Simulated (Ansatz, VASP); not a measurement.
One calculation of LiH, two programs

```xyz
2
Lattice="0.0000 2.1451 2.1451 2.1451 0.0000 2.1451 2.1451 2.1451 0.0000" Properties=species:S:1:pos:R:3 pbc="T T T"
Li    0.0000    0.0000    0.0000
H     1.0726    1.0726    1.0726
```

Alike in both runs: task single point; functional LDA; k mesh 10 × 10 × 10; no spin polarisation.

|  | VASP | Ansatz |
| --- | --- | --- |
| version | VASP 6.6.1 | Ansatz 0.2.0 |
| potentials or method | VASP PAW LDA potentials, release 64 (Li_sv, H) | plane waves, PAW |
| plane-wave cutoff (eV) | 520 | 420 |
| occupations | gaussian, width 0.01 eV | fixed |
| valence electrons in the cell | 4 | 4 |

```csv
,VASP,Ansatz,Ansatz less VASP
gap on the k mesh at the Fermi level (eV),3.98,3.98,-0.003
```

LDA's correlation is that of Perdew and Zunger in VASP and of Perdew and Wang (1992) in Ansatz.

Noted on VASP's run: the cutoff is short for stress, so the pressure is rough.
